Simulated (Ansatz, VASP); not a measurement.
## Two plane-wave programs on WC

```
W C
1.0
     2.89841    0.00000    0.00000
    -1.44921    2.51010    0.00000
     0.00000    0.00000    2.82761
W C
1 1
Direct
  0.00000 0.00000 0.99567
  0.66667 0.33333 0.56631
```

Change from the starting cell: mode 4 (591.2 1/cm) frozen in, largest displacement +0.188 Å.

Alike in both runs: task single point; functional PBEsol; k mesh 24 × 24 × 22; occupations gaussian, width 0.15 eV; no spin polarisation.

```csv
,VASP,Ansatz
version,VASP 6.6.1,Ansatz 0.2.0
potentials or method,"VASP PAW PBE potentials, release 64 (W_sv, C), cutoff 520 eV","scalar-relativistic, plane waves, PAW"
valence electrons in the cell,18,18
```

```csv
,VASP,Ansatz,Ansatz less VASP
gap on the k mesh at the Fermi level (eV),none,none,-
pressure (GPa),10.5,9.1,-1.40
"traceless stress, the component that is largest in VASP (GPa)",1.88,1.71,-0.171
rms of the force components (eV/Å),1.820,1.801,-0.0191
```

VASP's potentials were made for PBE, not for PBEsol. Atom by atom the forces differ by 0.019 eV/Å (rms over components). A gap of «none» marks a metal or a gap that the smearing closes. With one functional, cell and mesh, what is left measures potentials, basis and numerics.

Spin-orbit coupling is off throughout.
